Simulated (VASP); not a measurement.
SnO:

```
CELL_PARAMETERS angstrom
3.81370 0.00000 0.00000
0.00000 3.81370 0.00000
0.00000 0.00000 4.88691
ATOMIC_POSITIONS crystal
Sn 0.50000 0.00000 0.76463
Sn 0.00000 0.50000 0.23537
O 0.00000 0.00000 0.00000
O 0.50000 0.50000 0.00000
```

Base run:

```yaml
Program: VASP 6.6.1
Functional: r2SCAN
Potentials_or_basis: VASP PAW PBE potentials, release 64 (Sn_d, O)
Cutoff: 520 eV
k_mesh: 7 × 7 × 6
Occupations: fermi-dirac, width 0.05 eV
Spin: no spin polarisation
```

Its results: band gap on the k mesh 0.51 eV (least direct gap 2.37 eV); pressure 0.1 GPa; largest force 0.015 eV/Å.

Problem. After a change of settings the same cell gave: band gap on the k mesh 0.58 eV (least direct gap 2.20 eV); pressure 8.4 GPa; largest force 0.649 eV/Å. Which change was it?
A. functional from r2SCAN to PBE; occupations from fermi-dirac, width 0.05 eV to gaussian, width 0.01 eV
B. functional from r2SCAN to r2SCAN50; k mesh from 7 × 7 × 6 to 4 × 4 × 3
C. functional from r2SCAN to BLYP
D. functional from r2SCAN to PBE; further incar settings from ALGO = Normal; EDIFF = 1e-06; NBANDS = 28 to ALGO = Normal; EDIFF = 1e-08; NBANDS = 28

Solution. C.

Caveats: semilocal functionals underestimate gaps, and a narrow one can read as zero; the PAW data sets were made with another functional, which shifts forces and pressure a little; spin-orbit coupling is left out, which moves the levels of the heavy elements; the cell stands under pressure (at least some runs).
